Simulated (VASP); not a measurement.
# Na6TeP2 (P4/mmm) in VASP: further runs

Na6TeP2 is run at these levels: PBE; tasks: single point, relaxation of cell and atoms.

Program: VASP 6.6.1. These are calculated values, not measurements. Logs are shortened: lines on timing, memory, paths and dates and some standing lists are left out, and cuts for length are marked.

## 1. The cell of the first run

The structure is tetragonal, space group P4/mmm (No. 123). Conventional cell: a = 5.912 Å, b = 5.912 Å, c = 7.546 Å, α = 90.00°, β = 90.00°, γ = 90.00°. Within 3.9 Å of Na (site symmetry 2mm) lie 5 Na at 2.96 to 3.74 Å and 4 P at 2.99 to 3.88 Å and 2 Te at 3.31 Å. Na (site symmetry 4/mmm) has 2 P at 2.74 Å and 8 Na at 3.74 Å within 3.8 Å. Within 5.0 Å of Na (site symmetry 4/mmm) lie 12 Na at 3.74 to 4.18 Å and 2 Te at 3.77 Å and 8 P at 5.00 Å. Te (site symmetry 4/mmm) has 10 Na at 3.31 to 3.77 Å and 8 P at 4.31 Å within 4.4 Å. Within 2.8 Å of P (site symmetry 4mm) lie 1 P at 2.07 Å and 1 Na at 2.74 Å.

The cell was built from a structure type or drawn by symmetry, and may not be a known phase.

## 2. Single point, PBE

INCAR reads:

```
SYSTEM = Na6TeP2
PREC = Accurate ; ENCUT = 520
EDIFF = 1E-7 ; ISMEAR = 0
SIGMA = 0.1 ; LREAL = .False.
LASPH = .True. ; NELM = 100
ALGO = Normal ; ISIF = 2
LWAVE = .False. ; LCHARG = .False.
GGA = PE ; NBANDS = 39
```

KPOINTS reads:

```
Automatic mesh
0
Gamma
  4 4 2
  0 0 0
```

POSCAR reads:

```
Na6TeP2
1.0
    5.9119236579      0.0000000000      0.0000000000
    0.0000000000      5.9119236579      0.0000000000
    0.0000000000      0.0000000000      7.5463099185
Na Te P
6 1 2
Direct
    0.0000000000      0.5000000000      0.1961543300
    0.5000000000      0.0000000000      0.1961543300
    0.0000000000      0.5000000000      0.8038456700
    0.5000000000      0.0000000000      0.8038456700
    0.5000000000      0.5000000000      0.5000000000
    0.0000000000      0.0000000000      0.5000000000
    0.0000000000      0.0000000000      0.0000000000
    0.5000000000      0.5000000000      0.1374678771
    0.5000000000      0.5000000000      0.8625321229
```

Potentials or basis: VASP PAW PBE potentials, release 64 (Na_pv, Te, P).

Run with:

```bash
cat potpaw_PBE.64/Na_pv/POTCAR potpaw_PBE.64/Te/POTCAR potpaw_PBE.64/P/POTCAR > POTCAR
mpirun -np 1 vasp_std > vasp.out
```

OUTCAR:

```text
SYSTEM = Na6TeP2
   PREC = Accurate
   ENCUT = 520
   EDIFF = 1E-7
   ISMEAR = 0
   LREAL = .False.
   LASPH = .True.
   NELM = 100
   ISIF = 2
   GGA = PE

 ion  position               nearest neighbor table
   1  0.000  0.500  0.196-
   2  0.500  0.000  0.196-
   3  0.000  0.500  0.804-
   4  0.500  0.000  0.804-
   5  0.500  0.500  0.500-   8 2.74   9 2.74
   6  0.000  0.000  0.500-
   7  0.000  0.000  0.000-
   8  0.500  0.500  0.137-   9 2.07   5 2.74
   9  0.500  0.500  0.863-   8 2.07   5 2.74

  LATTYP: Found a simple tetragonal cell.
 ALAT       =     5.9119236579
 C/A-ratio  =     1.2764559144

  Lattice vectors:

 A1 = (   5.9119236579,   0.0000000000,   0.0000000000)
 A2 = (   0.0000000000,   5.9119236579,   0.0000000000)
 A3 = (   0.0000000000,   0.0000000000,   7.5463099185)

Analysis of symmetry for initial positions (statically):
=====================================================================
 Subroutine PRICEL returns:
 Original cell was already a primitive cell.

 Routine SETGRP: Setting up the symmetry group for a
 simple tetragonal supercell.

 Subroutine GETGRP returns: Found 16 space group operations
 (whereof 16 operations were pure point group operations)
 out of a pool of 16 trial point group operations.

The static configuration has the point symmetry D_4h.

Analysis of symmetry for dynamics (positions and initial velocities):
=====================================================================
 Subroutine PRICEL returns:
 Original cell was already a primitive cell.

 Routine SETGRP: Setting up the symmetry group for a
 simple tetragonal supercell.

 Subroutine GETGRP returns: Found 16 space group operations
 (whereof 16 operations were pure point group operations)
 out of a pool of 16 trial point group operations.

The dynamic configuration has the point symmetry D_4h.

 Subroutine INISYM returns: Found 16 space group operations
 (whereof 16 operations are pure point group operations),
 and found     1 'primitive' translations

----------------------------------------------------------------------------------------

                                     Primitive cell

  volume of cell :     263.7499

  direct lattice vectors                    reciprocal lattice vectors
     5.911923658  0.000000000  0.000000000     0.169149681  0.000000000  0.000000000
     0.000000000  5.911923658  0.000000000     0.000000000  0.169149681  0.000000000
     0.000000000  0.000000000  7.546309919     0.000000000  0.000000000  0.132515098

  length of vectors
     5.911923658  5.911923658  7.546309919     0.169149681  0.169149681  0.132515098

  position of ions in fractional coordinates (direct lattice)
     0.000000000  0.500000000  0.196154330
     0.500000000  0.000000000  0.196154330
     0.000000000  0.500000000  0.803845670
     0.500000000  0.000000000  0.803845670
     0.500000000  0.500000000  0.500000000
     0.000000000  0.000000000  0.500000000
     0.000000000  0.000000000  0.000000000
     0.500000000  0.500000000  0.137467877
     0.500000000  0.500000000  0.862532123

  ion indices of the primitive-cell ions
   primitive index   ion index
                 1           1
                 2           2
                 3           3
                 4           4
                 5           5
                 6           6
                 7           7
                 8           8
                 9           9

----------------------------------------------------------------------------------------

 KPOINTS: Automatic mesh

Automatic generation of k-mesh.
 Grid dimensions read from file:
 generate k-points for:    4    4    2

 Generating k-lattice:

  Cartesian coordinates                     Fractional coordinates (reciprocal lattice)
     0.042287420  0.000000000  0.000000000     0.250000000  0.000000000  0.000000000
     0.000000000  0.042287420  0.000000000     0.000000000  0.250000000  0.000000000
     0.000000000  0.000000000  0.066257549     0.000000000  0.000000000  0.500000000

  Length of vectors
     0.042287420  0.042287420  0.066257549

  Shift w.r.t. Gamma in fractional coordinates (k-lattice)
     0.000000000  0.000000000  0.000000000

 Subroutine IBZKPT returns following result:
 ===========================================

 Found     12 irreducible k-points:

 Following reciprocal coordinates:
            Coordinates               Weight
  0.000000  0.000000  0.000000      1.000000
  0.250000  0.000000  0.000000      4.000000
  0.500000  0.000000  0.000000      2.000000
  0.250000  0.250000  0.000000      4.000000
  0.500000  0.250000  0.000000      4.000000
  0.500000  0.500000  0.000000      1.000000
  0.000000  0.000000  0.500000      1.000000
  0.250000  0.000000  0.500000      4.000000
  0.500000  0.000000  0.500000      2.000000
  0.250000  0.250000  0.500000      4.000000
  0.500000  0.250000  0.500000      4.000000
  0.500000  0.500000  0.500000      1.000000
   k-points           NKPTS =     12   k-points in BZ     NKDIM =     12   number of bands    NBANDS=     39
   number of dos      NEDOS =    301   number of ions     NIONS =      9
   total plane-waves  NPLWV = 129024
   dimension x,y,z NGX =    48 NGY =   48 NGZ =   56
   dimension x,y,z NGXF=    96 NGYF=   96 NGZF=  112
   ions per type =               6   1   2
   NGX,Y,Z   is equivalent  to a cutoff of  13.50, 13.50, 12.34 a.u.
   NGXF,Y,Z  is equivalent  to a cutoff of  27.00, 27.00, 24.67 a.u.
 SYSTEM =  Na6TeP2
   PREC   = accura    normal or accurate (medium, high low for compatibility)
   ISTART =      0    job   : 0-new  1-cont  2-samecut
   ICHARG =      2    charge: 1-file 2-atom 10-const
   ISPIN  =      1    spin polarized calculation?
   LNONCOLLINEAR =      F non collinear calculations
   LSORBIT =      F    spin-orbit coupling
   LASPH  =      T    aspherical Exc in radial PAW
   ENCUT  =  520.0 eV  38.22 Ry    6.18 a.u.  10.99 10.99 14.03*2*pi/ulx,y,z
   NELM   =    100;   NELMIN=  2; NELMDL= -5     # of ELM steps
   EDIFF  = 0.1E-06   stopping-criterion for ELM
   LREAL  =      F    real-space projection
   EDIFFG = 0.1E-05   stopping-criterion for IOM
   NSW    =      0    number of steps for IOM
   IBRION =     -1    ionic relax: 0-MD 1-quasi-New 2-CG
   NFREE  =      0    steps in history (QN), initial steepest desc. (CG)
   ISIF   =      2    stress and relaxation
   ISYM   =      2    0-nonsym 1-usesym 2-fastsym
   POTIM  = 0.5000    time-step for ionic-motion
   TEBEG  =    0.0;   TEEND  =   0.0 temperature during run
   PSTRESS=    0.0 pullay stress
   NELECT =      58.0000    total number of electrons
   NUPDOWN=      -1.0000    fix difference up-down
   EMIN   =  10.00;   EMAX   =-10.00  energy-range for DOS
   EFERMI =   0.00;   METHOD = LEGACY
   ISMEAR =     0;   SIGMA  =   0.10  broadening in eV -4-tet -1-fermi 0-gaus
   EFERMI_NEDOS =   21; number of points for ismear=-14 and -15
   IALGO  =     38    algorithm
   IMIX   =      4    mixing-type and parameters
     AMIX     =   0.40;   BMIX     =  1.00
     AMIX_MAG =   1.60;   BMIX_MAG =  1.00
  volume/ion in A,a.u.               =      29.31       197.76
  Fermi-wavevector in a.u.,A,eV,Ry     =   0.988144  1.867321 13.285107  0.976428
  Thomas-Fermi vector in A             =   2.119649
   LORBIT       =      0    0 simple, 1 ext, 2 COOP (PROOUT), +10 PAW based schemes
   GGA     = PE    functional components
   LHFCALC =     F    Hartree Fock is set to
   AEXX    =    0.0000 exact exchange contribution
   IVDW    =     0    specifies the selected vdW correction
   LEPSILON=     F    determine dielectric tensor
   LRPA    =     F    only Hartree local field effects (RPA)
 non-spin polarized calculation
 Gauss-broadening in eV      SIGMA  =   0.10
  energy-cutoff  :      520.00
  volume of cell :      263.75
 maximum number of plane-waves:      7122
 NGX is ok and might be reduce to    48
   NGX = 21   NGY = 21   NGZ = 29

 number of electron      58.0000009 magnetization

 Free energy of the ion-electron system (eV)
  ---------------------------------------------------
  ext. energy  EPLUGINS =         0.00000000
  ---------------------------------------------------
  free energy    TOTEN  =       -24.21856009 eV

  energy without entropy =      -24.18534169  energy(sigma->0) =      -24.20195089

 E-fermi :   1.5386     XC(G=0):  -7.5124

 val. band max:        1.5148169802   @ k =   0.5000   0.2500   0.0000
 cond. band min:       1.6069704057   @ k =   0.0000   0.0000   0.0000
 fundamental gap:      0.0921534255
 Fermi energy:         1.5386413551

 k-point     1 :       0.0000    0.0000    0.0000
  band No.  band energies     occupation
      1     -23.2714      2.00000
      2     -23.2714      2.00000
      3     -23.2375      2.00000
      4     -22.9855      2.00000
      5     -22.9855      2.00000
      6     -22.9607      2.00000
[... 31 lines left out ...]
     38       5.8456      0.00000
     39       6.4393      0.00000

 k-point     2 :       0.2500    0.0000    0.0000
  band No.  band energies     occupation
      1     -23.2714      2.00000
      2     -23.2713      2.00000
      3     -23.2375      2.00000
      4     -22.9855      2.00000
      5     -22.9855      2.00000
      6     -22.9608      2.00000
[... 31 lines left out ...]
     38       5.8744      0.00000
     39       6.2784      0.00000

 k-point     3 :       0.5000    0.0000    0.0000
  band No.  band energies     occupation
      1     -23.2714      2.00000
      2     -23.2713      2.00000
      3     -23.2375      2.00000
      4     -22.9855      2.00000
      5     -22.9855      2.00000
      6     -22.9608      2.00000
[... 328 lines left out ...]
 k-point    11 :       0.5000    0.2500    0.5000
  band No.  band energies     occupation
      1     -23.2714      2.00000
      2     -23.2714      2.00000
      3     -23.2375      2.00000
      4     -22.9855      2.00000
      5     -22.9855      2.00000
      6     -22.9609      2.00000
[... 31 lines left out ...]
     38       6.4254      0.00000
     39       6.4392      0.00000

 k-point    12 :       0.5000    0.5000    0.5000
  band No.  band energies     occupation
      1     -23.2714      2.00000
      2     -23.2714      2.00000
      3     -23.2375      2.00000
      4     -22.9855      2.00000
      5     -22.9855      2.00000
      6     -22.9610      2.00000
[... 31 lines left out ...]
     38       7.0046      0.00000
     39       7.0241      0.00000

------------------------ aborting loop because EDIFF is reached ----------------------------------------

  FORCE on cell =-STRESS in cart. coord.  units (eV):
  Direction    XX          YY          ZZ          XY          YZ          ZX
  --------------------------------------------------------------------------------------
  -------------------------------------------------------------------------------------
  Total        0.0417913      0.0417913     -0.1193679      0.0000000      0.0000000      0.0000000
  in kB        0.2538657      0.2538657     -0.7251134      0.0000000      0.0000000      0.0000000
  external PRESSURE =      -0.0724607 kB  Pullay stress =       0.0000000 kB

 VOLUME and BASIS-vectors are now :
 -----------------------------------------------------------------------------
  energy-cutoff  :      520.00
  volume of cell :      263.75
      direct lattice vectors                 reciprocal lattice vectors
     5.911923658  0.000000000  0.000000000     0.169149681  0.000000000  0.000000000
     0.000000000  5.911923658  0.000000000     0.000000000  0.169149681  0.000000000
     0.000000000  0.000000000  7.546309919     0.000000000  0.000000000  0.132515098

 POSITION                                       TOTAL-FORCE (eV/Angst)
 -----------------------------------------------------------------------------------
      0.00000      2.95596      1.48024         0.000000      0.000000      0.001277
      2.95596      0.00000      1.48024         0.000000     -0.000000      0.001277
      0.00000      2.95596      6.06607         0.000000      0.000000     -0.001277
      2.95596      0.00000      6.06607        -0.000000     -0.000000     -0.001277
      2.95596      2.95596      3.77315         0.000000      0.000000      0.000000
      0.00000      0.00000      3.77315         0.000000      0.000000      0.000000
      0.00000      0.00000      0.00000         0.000000      0.000000      0.000000
      2.95596      2.95596      1.03738         0.000000      0.000000     -0.096301
      2.95596      2.95596      6.50893         0.000000     -0.000000      0.096301
 -----------------------------------------------------------------------------------
    total drift:                                0.000000      0.000000      0.000000

  FREE ENERGIE OF THE ION-ELECTRON SYSTEM (eV)
  ---------------------------------------------------
  free  energy   TOTEN  =       -24.2185600936 eV

  energy  without entropy=      -24.1853416870  energy(sigma->0) =      -24.20195089
```

It took 95 s on 1 thread of Intel Xeon 6975P-C (Granite Rapids), shared host; peak memory 0.38 GiB.

What came out:

```
Free energy            : -24.2186 eV
Pressure               : 0.0 GPa
Largest force          : 0.096 eV/Å
Band gap on the k mesh : zero (bands 29 and 30 overlap by 0.30 eV)
```

Forces on the atoms (eV/Å):
```
Na   0.000  0.000  0.001
Na   0.000  0.000  0.001
Na   0.000  0.000 -0.001
Na   0.000  0.000 -0.001
Na   0.000  0.000  0.000
Na   0.000  0.000  0.000
Te   0.000  0.000  0.000
P    0.000  0.000 -0.096
P    0.000  0.000  0.096
```

Caveat: the k points lie up to 0.42 Å⁻¹ apart; spin-orbit coupling is left out, which moves the levels of the heavy elements.

## 3. Single point, PBE

This run uses another cell than the first one, of 20.67 Å³/atom.

INCAR reads:

```
SYSTEM = Na6TeP2
  PREC = Accurate
  ENCUT = 520
  EDIFF = 1E-6
  ISMEAR = 0
  SIGMA = 0.1
  LREAL = .FALSE.
  LASPH = .TRUE.
  NELM = 100
  ALGO = Normal
  ISIF = 2
  LWAVE = .FALSE.
  LCHARG = .FALSE.
  GGA = PE
  NBANDS = 39
```

KPOINTS reads:

```
regular mesh
0
G
  4 4 2
  0 0 0
```

POSCAR reads:

```
Na6TeP2
1.0
    4.4540204100      0.0000000000      0.0000000000
    0.0000000000      4.4540204100      0.0000000000
    0.0000000000      0.0000000000      9.3782457800
Na Te P
6 1 2
Direct
    0.0000000000      0.5000000000      0.3413856300
    0.5000000000      0.0000000000      0.3413856300
    0.0000000000      0.5000000000      0.6586143700
    0.5000000000      0.0000000000      0.6586143700
    0.5000000000      0.5000000000      0.5000000000
    0.0000000000      0.0000000000      0.5000000000
    0.0000000000      0.0000000000      0.0000000000
    0.5000000000      0.5000000000      0.2024494000
    0.5000000000      0.5000000000      0.7975506000
```

Potentials or basis: VASP PAW PBE potentials, release 64 (Na_pv, Te, P).

Run with:

```bash
cat potpaw_PBE.64/Na_pv/POTCAR potpaw_PBE.64/Te/POTCAR potpaw_PBE.64/P/POTCAR > POTCAR
mpirun -np 1 vasp_std > vasp.out
```

Wall time 43 s (1 thread of Intel Xeon 6975P-C (Granite Rapids), shared host); peak memory 0.32 GiB.

Results (log left out):

- Free energy: -13.9741 eV
- Pressure: 13.4 GPa
- Largest force: 1.843 eV/Å
- Band gap on the k mesh: zero (bands 29 and 30 overlap by 1.12 eV)

Forces in eV/Å, atoms in the order of the input:
```
Na   0.000  0.000 -1.843
Na   0.000  0.000 -1.843
Na   0.000  0.000  1.843
Na   0.000  0.000  1.843
Na   0.000  0.000  0.000
Na   0.000  0.000  0.000
Te   0.000  0.000  0.000
P    0.000  0.000 -1.331
P    0.000  0.000  1.331
```

Stress tensor (GPa, compression positive):
```
15.99  0.00  0.00
 0.00 15.99  0.00
 0.00  0.00  8.27
```

Levels at points of the mesh, in eV from the Fermi level:
```tsv
k point	band 25	band 26	band 27	band 28	band 29	band 30	band 31	band 32	band 33	band 34
(0.00, 0.00, 0.00)	-1.55	-0.85	-0.61	-0.56	-0.56	0.65	0.65	2.61	2.95	2.95
(0.50, 0.00, 0.00)	-1.20	-0.71	-0.56	-0.39	-0.34	-0.32	0.42	1.06	2.79	3.57
(0.50, 0.50, 0.00)	-1.70	-1.70	-1.57	-0.80	-0.80	-0.47	-0.38	1.32	1.32	2.03
(0.00, 0.00, 0.50)	-1.53	-1.53	-0.63	-0.63	0.65	0.77	0.77	1.79	2.87	2.87
(0.50, 0.00, 0.50)	-1.90	-1.42	-0.52	-0.38	-0.32	0.07	0.87	0.89	2.48	3.48
(0.50, 0.50, 0.50)	-2.09	-1.71	-1.43	-1.23	0.01	0.13	0.13	0.51	0.51	1.75
```

Caveat: the cell stands under pressure; spin-orbit coupling is left out, which moves the levels of the heavy elements; forces of over 1 eV/Å act on the atoms, so gaps and moduli don't describe the material at rest.

(Continued in part 2 of 2.)
